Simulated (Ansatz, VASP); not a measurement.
One calculation of MgTiCd, two programs

```
Mg Ti Cd
1.0
     4.90191    0.00000    0.00000
    -2.45095    4.24518    0.00000
     0.00000    0.00000    2.88574
Mg Ti Cd
1 1 1
Cartesian
  0.0000 2.8301 1.4429
  0.0000 0.0000 1.4429
  2.4510 1.4151 0.0000
```

Change from the starting cell: species swapped into the CeSiNi type (P-6m2, No. 187).

Alike in both runs: functional PBE; k mesh 6 × 6 × 4; occupations gaussian, width 0.1 eV; no spin polarisation.

Ansatz relaxed the structure, and its values are those at the end. VASP's run is a single point on that final structure, the one shown.

|  | VASP | Ansatz |
| --- | --- | --- |
| version | VASP 6.6.1 | Ansatz 0.2.0 |
| potentials or method | VASP PAW PBE potentials, release 64 (Mg, Ti_sv, Cd), cutoff 520 eV | scalar-relativistic, plane waves, PAW |
| valence electrons in the cell | 26 | 42 |

```csv
,VASP,Ansatz,Ansatz less VASP
gap on the k mesh at the Fermi level (eV),none,none,-
pressure (GPa),0.1,0.1,-0.07
```

A gap of «none» marks a metal or a gap that the smearing closes. VASP's potentials hold 26 valence electrons a cell and Ansatz's 42, so a difference there can come from the potentials and not from the codes.

The k mesh is coarse, so the values compare programs but aren't converged.
